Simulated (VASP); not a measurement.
Input of a VASP 6.6.1 run:

The input INCAR:

```
PREC     = Accurate       # precision mode
ENCUT    = 520            # plane-wave cutoff, eV
EDIFF    = 1E-6           # SCF threshold, eV
ISMEAR   = -1             # smearing method
SIGMA    = 0.05           # smearing width, eV
LREAL    = F              # projectors in reciprocal space
LASPH    = T              # aspherical terms in the spheres
NELM     = 150            # most SCF steps
ALGO     = Normal         # electronic algorithm
ISIF     = 2              # what is computed and relaxed
LWAVE    = F              # write WAVECAR
LCHARG   = F              # write CHGCAR
ISPIN    = 2              # spin polarisation
MAGMOM   = 0.2            # initial moments
LORBIT   = 11             # projections on sites
NUPDOWN  = 0.2            # fixed moment
LMAXMIX  = 4              # l up to which the mixer works
GGA      = PE             # functional
NBANDS   = 15             # bands
```

File KPOINTS:

```
regular mesh
0
Gamma
  11 11 11
```

POSCAR

```
Ni
1.0
    0.0000000000      1.7375729330      1.7375729330
    1.7375729330      0.0000000000      1.7375729330
    1.7375729330      1.7375729330      0.0000000000
Ni
1
Direct
    0.0000000000      0.0000000000      0.0000000000
```

Potentials or basis: VASP PAW PBE potentials, release 64 (Ni).

Run with:

```sh
$ cat potpaw_PBE.64/Ni/POTCAR > POTCAR
$ mpirun -np 1 vasp_std > vasp.out
```

Task: What does it give for the pressure?

Result: 7.0 GPa.

Caveat: the total moment is fixed, so each spin has its own Fermi level.
